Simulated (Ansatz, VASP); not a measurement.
## One calculation of BaTiO3, two programs

```xyz
5
Lattice="3.9998 0.0000 0.0000 0.0000 3.9998 0.0000 0.0000 0.0000 4.0180" Properties=species:S:1:pos:R:3 pbc="T T T"
Ba    0.0000    0.0000    0.0009
Ti    1.9999    1.9999    1.9484
O     1.9999    1.9999    0.1081
O     1.9999    0.0000    2.0712
O     0.0000    1.9999    2.0712
```

Alike in both runs: functional r2SCAN; k mesh 8 × 8 × 8; occupations gaussian, width 0.02 eV; no spin polarisation.

Ansatz relaxed the structure, and its values are those at the end. VASP's run is a single point on that final structure, the one shown.

|  | VASP | Ansatz |
| --- | --- | --- |
| version | VASP 6.6.1 | Ansatz 0.2.0 |
| potentials or method | VASP PAW PBE potentials, release 64 (Ba_sv, Ti_sv, O), cutoff 520 eV | scalar-relativistic, plane waves, PAW |
| valence electrons in the cell | 40 | 40 |

Ansatz gave:

- gap on the k mesh at the Fermi level (eV): 2.22
- least direct gap on the mesh (eV): 2.55
- pressure (GPa): 0.2
- rms of the force components (eV/Å): 0.002

Q: Estimate VASP's values.

A: gap on the k mesh at the Fermi level (eV): 2.19; least direct gap on the mesh (eV): 2.56; pressure (GPa): 2.2; rms of the force components (eV/Å): 0.053.

VASP's potentials were made for PBE, not for r2SCAN. Ansatz's warnings: stress scf threshold loose.

Spin-orbit coupling is off throughout.
